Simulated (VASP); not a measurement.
# Ti (I4/mmm) in VASP: single point with PBE

Aim: the single point of Ti with PBE.

All numbers are computed with VASP 6.6.1; they aren't measurements. Logs are shortened: lines on timing, memory, paths and dates and some standing lists are left out, and cuts for length are marked.

**1. The cell of the first run**

Symmetry: I4/mmm, No. 139, tetragonal system. The conventional cell has a = 2.871 Å, b = 2.871 Å, c = 4.385 Å, α = 90.00°, β = 90.00°, γ = 90.00°. Within 3.8 Å of Ti (site symmetry 4/mmm) lie 12 Ti at 2.87 to 2.99 Å.

**2. Single point, PBE (strain +0.000 along x and y, +0.080 along z)**

The input, INCAR:

```
ALGO = Normal
EDIFF = 1E-6
ENCUT = 520
GGA = PE
ISIF = 2
ISMEAR = 0
LASPH = T
LCHARG = F
LREAL = F
LWAVE = F
NBANDS = 12
NELM = 80
PREC = Accurate
SIGMA = 0.15
```

The input, KPOINTS:

```
k-points
0
Gamma
  20 20 20
```

The input, POSCAR:

```
Ti
1.0
    0.0000000000      2.0300000000      2.1924000000
    2.0300000000      0.0000000000      2.1924000000
    2.0300000000      2.0300000000      0.0000000000
Ti
1
Direct
    0.0000000000      0.0000000000      0.0000000000
```

Potentials or basis: VASP PAW PBE potentials, release 64 (Ti_sv).

The run is started by

```sh
$ cat potpaw_PBE.64/Ti_sv/POTCAR > POTCAR
$ mpirun -np 1 vasp_std > vasp.out
```

OUTCAR:

```text
EDIFF = 1E-6
   ENCUT = 520
   GGA = PE
   ISIF = 2
   ISMEAR = 0
   LASPH = T
   LREAL = F
   NELM = 80
   PREC = Accurate

 ion  position               nearest neighbor table
   1  0.000  0.000  0.000-

  LATTYP: Found a body centered tetragonal cell.
 ALAT       =     2.8708535316
 C/A-ratio  =     1.5273506474

  Lattice vectors:

 A1 = (  -2.0300000000,   0.0000000000,   2.1924000000)
 A2 = (   2.0300000000,   0.0000000000,   2.1924000000)
 A3 = (   0.0000000000,   2.0300000000,  -2.1924000000)

Analysis of symmetry for initial positions (statically):
=====================================================================
 Subroutine PRICEL returns:
 Original cell was already a primitive cell.

 Routine SETGRP: Setting up the symmetry group for a
 body centered tetragonal supercell.

 Subroutine GETGRP returns: Found 16 space group operations
 (whereof 16 operations were pure point group operations)
 out of a pool of 16 trial point group operations.

The static configuration has the point symmetry D_4h.

Analysis of symmetry for dynamics (positions and initial velocities):
=====================================================================
 Subroutine PRICEL returns:
 Original cell was already a primitive cell.

 Routine SETGRP: Setting up the symmetry group for a
 body centered tetragonal supercell.

 Subroutine GETGRP returns: Found 16 space group operations
 (whereof 16 operations were pure point group operations)
 out of a pool of 16 trial point group operations.

The dynamic configuration has the point symmetry D_4h.

 Subroutine INISYM returns: Found 16 space group operations
 (whereof 16 operations are pure point group operations),
 and found     1 'primitive' translations

----------------------------------------------------------------------------------------

                                     Primitive cell

  volume of cell :      18.0693

  direct lattice vectors                    reciprocal lattice vectors
     0.000000000  2.030000000  2.192400000    -0.246305419  0.246305419  0.228060573
     2.030000000  0.000000000  2.192400000     0.246305419 -0.246305419  0.228060573
     2.030000000  2.030000000  0.000000000     0.246305419  0.246305419 -0.228060573

  length of vectors
     2.987895206  2.987895206  2.870853532     0.416346422  0.416346422  0.416346422

  position of ions in fractional coordinates (direct lattice)
     0.000000000  0.000000000  0.000000000

  ion indices of the primitive-cell ions
   primitive index   ion index
[... 81 lines left out ...]
   POTIM  = 0.5000    time-step for ionic-motion
   TEBEG  =    0.0;   TEEND  =   0.0 temperature during run
   PSTRESS=    0.0 pullay stress
   NELECT =      12.0000    total number of electrons
   NUPDOWN=      -1.0000    fix difference up-down
   EMIN   =  10.00;   EMAX   =-10.00  energy-range for DOS
   EFERMI =   0.00;   METHOD = LEGACY
   ISMEAR =     0;   SIGMA  =   0.15  broadening in eV -4-tet -1-fermi 0-gaus
   EFERMI_NEDOS =   21; number of points for ismear=-14 and -15
   IALGO  =     38    algorithm
   IMIX   =      4    mixing-type and parameters
     AMIX     =   0.40;   BMIX     =  1.00
     AMIX_MAG =   1.60;   BMIX_MAG =  1.00
  volume/ion in A,a.u.               =      18.07       121.94
  Fermi-wavevector in a.u.,A,eV,Ry     =   1.428306  2.699107 27.756679  2.040058
  Thomas-Fermi vector in A             =   2.548382
   LORBIT       =      0    0 simple, 1 ext, 2 COOP (PROOUT), +10 PAW based schemes
   GGA     = PE    functional components
   LHFCALC =     F    Hartree Fock is set to
   AEXX    =    0.0000 exact exchange contribution
   IVDW    =     0    specifies the selected vdW correction
   LEPSILON=     F    determine dielectric tensor
   LRPA    =     F    only Hartree local field effects (RPA)
 non-spin polarized calculation
 Gauss-broadening in eV      SIGMA  =   0.15
  energy-cutoff  :      520.00
  volume of cell :       18.07
 maximum number of plane-waves:       504
   NGX = 11   NGY = 11   NGZ = 11

 number of electron      11.9999996 magnetization

 Free energy of the ion-electron system (eV)
  ---------------------------------------------------
  ext. energy  EPLUGINS =         0.00000000
  ---------------------------------------------------
  free energy    TOTEN  =        -7.77107705 eV

  energy without entropy =       -7.74869903  energy(sigma->0) =       -7.75988804

 E-fermi :   7.7870     XC(G=0): -11.3136

 val. band max:        7.7858507815   @ k =  -0.3500   0.4000   0.1000
 cond. band min:       7.7872644434   @ k =   0.4500   0.1000   0.0500
 fundamental gap:      0.0014136618
 Fermi energy:         7.7870487768

 k-point     1 :       0.0000    0.0000    0.0000
  band No.  band energies     occupation
      1     -48.9767      2.00000
      2     -24.8868      2.00000
      3     -24.8713      2.00000
      4     -24.8713      2.00000
      5       1.8100      2.00000
      6       8.2712      0.00000
      7       8.8779      0.00000
      8       8.8779      0.00000
      9       9.8176      0.00000
     10      10.5147      0.00000
     11      22.9246      0.00000
     12      26.0387      0.00000
[... 331 lines left out ...]
 k-point    24 :      -0.3500    0.0500    0.0000
  band No.  band energies     occupation
      1     -48.8871      2.00000
      2     -25.3793      2.00000
      3     -24.9811      2.00000
      4     -24.9056      2.00000
      5       4.9079      2.00000
      6       7.7996      0.90578
      7       8.3719      0.00000
      8       9.0264      0.00000
      9      10.6615      0.00000
     10      11.1037      0.00000
     11      17.2699      0.00000
     12      22.2721      0.00000

 [... further k-points ...]

------------------------ aborting loop because EDIFF is reached ----------------------------------------

  FORCE on cell =-STRESS in cart. coord.  units (eV):
  Direction    XX          YY          ZZ          XY          YZ          ZX
  --------------------------------------------------------------------------------------
  -------------------------------------------------------------------------------------
  Total       -0.3675516     -0.3675516     -0.6475432      0.0000000      0.0000000     -0.0000000
  in kB      -32.5902011    -32.5902011    -57.4166025      0.0000000      0.0000000     -0.0000000
  external PRESSURE =     -40.8656682 kB  Pullay stress =       0.0000000 kB

 VOLUME and BASIS-vectors are now :
 -----------------------------------------------------------------------------
  energy-cutoff  :      520.00
  volume of cell :       18.07
      direct lattice vectors                 reciprocal lattice vectors
     0.000000000  2.030000000  2.192400000    -0.246305419  0.246305419  0.228060573
     2.030000000  0.000000000  2.192400000     0.246305419 -0.246305419  0.228060573
     2.030000000  2.030000000  0.000000000     0.246305419  0.246305419 -0.228060573

 POSITION                                       TOTAL-FORCE (eV/Angst)
 -----------------------------------------------------------------------------------
      0.00000      0.00000      0.00000         0.000000      0.000000      0.000000
 -----------------------------------------------------------------------------------
    total drift:                                0.000000      0.000000     -0.000000

  FREE ENERGIE OF THE ION-ELECTRON SYSTEM (eV)
  ---------------------------------------------------
  free  energy   TOTEN  =        -7.7710770543 eV

  energy  without entropy=       -7.7486990305  energy(sigma->0) =       -7.75988804
```

OSZICAR:

```text
N       E                     dE             d eps       ncg     rms          rms(c)
DAV:   1     0.876211401395E+02    0.87621E+02   -0.65779E+03 15436   0.120E+03
DAV:   2    -0.442700447435E+01   -0.92048E+02   -0.89660E+02 15696   0.296E+02
DAV:   3    -0.876398395489E+01   -0.43370E+01   -0.42887E+01 21648   0.657E+01
DAV:   4    -0.885941735660E+01   -0.95433E-01   -0.95345E-01 17400   0.849E+00
DAV:   5    -0.886184193477E+01   -0.24246E-02   -0.24245E-02 18548   0.119E+00    0.803E+00
DAV:   6    -0.777804661159E+01    0.10838E+01   -0.22609E+00 16720   0.221E+01    0.205E+00
DAV:   7    -0.776330496859E+01    0.14742E-01   -0.93686E-02 18904   0.346E+00    0.125E+00
DAV:   8    -0.777084274613E+01   -0.75378E-02   -0.35703E-02 15688   0.249E+00    0.178E-01
DAV:   9    -0.777108986821E+01   -0.24712E-03   -0.44084E-03 20056   0.789E-01    0.822E-02
DAV:  10    -0.777110010027E+01   -0.10232E-04   -0.24560E-04 16408   0.191E-01    0.227E-02
DAV:  11    -0.777107788590E+01    0.22214E-04   -0.21066E-05 18580   0.589E-02    0.969E-03
DAV:  12    -0.777107705426E+01    0.83163E-06   -0.20012E-06 16536   0.190E-02
   1 F= -.77710771E+01 E0= -.77598880E+01  d E =-.223780E-01
```

stdout:

```text
POSCAR found type information on POSCAR Ti
 POSCAR found :  1 types and       1 ions
 scaLAPACK will be used
 LDA part: xc-table for (Slater+PW92), standard interpolation
 POSCAR, INCAR and KPOINTS ok, starting setup
 FFT: planning ... GRIDC
 FFT: planning ... GRID_SOFT
 FFT: planning ... GRID
 WAVECAR not read
 entering main loop
```

Wall time 2 min (1 thread of Intel Xeon 8259CL, shared host); peak memory 0.25 GiB.

What came out:

| Quantity | Value |
| --- | --- |
| Free energy | -7.7711 eV |
| Pressure | -4.1 GPa |
| Band gap on the k mesh | zero (bands 6 and 7 overlap by 1.27 eV) |

Levels at points of the mesh, in eV from the Fermi level:
```csv
k point,band 4,band 5,band 6,band 7,band 8,band 9
"(0.00, 0.00, 0.00)",-32.66,-5.98,0.48,1.09,1.09,2.03
"(0.50, 0.00, 0.00)",-32.70,-2.48,0.46,0.58,1.08,3.30
"(0.50, 0.50, 0.00)",-32.82,-2.46,-1.49,1.83,3.45,3.65
"(0.50, 0.00, 0.50)",-32.85,-2.40,-1.60,3.17,3.36,3.43
```

Caveat: the cell differs from its parent crystal (strain +0.000 along x and y, +0.080 along z); the cell stands under tension.
